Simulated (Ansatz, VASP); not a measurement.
**One calculation of RbVF3, two programs**

File INCAR:

```
ALGO = Normal
EDIFF = 1E-6
ENCUT = 520
GGA = CA
ISIF = 2
ISMEAR = 0
ISPIN = 2
LASPH = T
LCHARG = F
LDAU = T
LDAUJ = 0 0 0
LDAUL = -1 2 -1
LDAUPRINT = 1
LDAUTYPE = 2
LDAUU = 0 4 0
LMAXMIX = 4
LORBIT = 11
LREAL = F
LWAVE = F
MAGMOM = 0 2.25 0.02 0.02 0.02
NBANDS = 34
NELM = 150
PREC = Accurate
SIGMA = 0.05
```

Contents of KPOINTS:

```
k-points
0
Gamma
  5 5 5
```

POSCAR

```
RbVF3
1.0
    4.1819996800      0.0000000000      0.0000000000
    0.0000000000      4.1819996800      0.0000000000
    0.0000000000      0.0000000000      4.1819996800
Rb V F
1 1 3
Direct
    0.0000000000      0.0000000000      0.0000000000
    0.5000000000      0.5000000000      0.5000000000
    0.5000000000      0.5000000000      0.0000000000
    0.0000000000      0.5000000000      0.5000000000
    0.5000000000      0.0000000000      0.5000000000
```

Input for Ansatz:

```yaml
crystal:
  lattice:
    - [4.18199968, 0.0, 0.0]
    - [0.0, 4.18199968, 0.0]
    - [0.0, 0.0, 4.18199968]
  atoms:
    - { symbol: Rb, position: [0.0, 0.0, 0.0] }
    - { symbol: V, position: [0.5, 0.5, 0.5], spin: 1.5 }
    - { symbol: F, position: [0.5, 0.5, 0.0] }
    - { symbol: F, position: [0.0, 0.5, 0.5] }
    - { symbol: F, position: [0.5, 0.0, 0.5] }
basis:
  ecutwfc: 420
  ecutrho_ratio: 4
kpoints:
  mp_grid: { grid: [5, 5, 5] }
hamiltonian:
  xc: lda
  hubbard: { sites: [{ site: 1, l: d, u_eff: 4.0 }] }
scf:
  occupations: { method: gaussian, width: 0.05 }
  lower_state_search: "off"
  max_iter: 150
output:
  forces: true
  stress: true
  eigenvalues: true
  populations: true
  hubbard: { sites: [{ site: 1, l: d }] }
magnetization:
  spin_polarized: true
  initial_magnetization: 1.5
  spin_locking: { lock_magnetization: soft, n_iters: 6 }
```

Alike in both runs: task single point; functional LDA; k mesh 5 × 5 × 5; occupations gaussian, width 0.05 eV; collinear spin; Hubbard terms V d U = 4.0 eV.

|  | VASP | Ansatz |
| --- | --- | --- |
| version | VASP 6.6.1 | Ansatz 0.2.0 |
| potentials or method | VASP PAW LDA potentials, release 64 (Rb_sv, V_sv, F), cutoff 520 eV | scalar-relativistic, plane waves, PAW |
| valence electrons in the cell | 43 | 43 |

```tsv
	VASP	Ansatz	Ansatz less VASP
gap on the k mesh at the Fermi level (eV)	2.28	2.79	+0.510
least direct gap on the mesh (eV)	3.38	3.77	+0.388
pressure (GPa)	-3.2	-3.8	-0.62
net moment per atom (μB)	0.60	0.60	0.000
size of the moment on the site where the two differ most (μB)	2.72	2.25	-0.466
```

LDA's correlation is that of Perdew and Zunger in VASP and of Perdew and Wang (1992) in Ansatz. Site moments also hang on the region over which each program counts them. The programs project onto different local orbitals, so the same U acts differently, and such runs can settle in different states. Ansatz's warnings: stress scf threshold loose.
